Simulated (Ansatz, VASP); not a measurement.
**ZnF2 in VASP and in Ansatz**

```xyz
6
Lattice="4.7029 0.0000 0.0000 0.0000 4.7029 0.0000 0.0000 0.0000 3.1329" Properties=species:S:1:pos:R:3 pbc="T T T"
Zn    2.3515    2.3515    1.5664
Zn    0.0000    0.0000    0.0000
F     3.2773    3.2773    0.0000
F     3.7771    0.9258    1.5664
F     1.4256    1.4256    0.0000
F     0.9258    3.7771    1.5664
```

Alike in both runs: task relaxation of the atoms; functional r2SCAN; k mesh 7 × 7 × 11; occupations fermi-dirac, width 0.01 eV; no spin polarisation.

|  | VASP | Ansatz |
| --- | --- | --- |
| version | VASP 6.6.1 | Ansatz 0.2.0 |
| potentials or method | VASP PAW PBE potentials, release 64 (Zn, F) | plane-wave PAW, scalar-relativistic |
| plane-wave cutoff (eV) | 580 | 500 |
| valence electrons in the cell | 52 | 52 |

Ansatz gave:

- gap on the k mesh at the Fermi level, each at its own relaxed structure (eV): 4.27

Task: Estimate VASP's values.

Result: gap on the k mesh at the Fermi level, each at its own relaxed structure (eV): 4.21.

VASP's potentials were made for PBE, not for r2SCAN. Ansatz's warnings: stress scf threshold loose.

Noted on VASP's run: the relaxation stopped at its first step, so nothing moved.
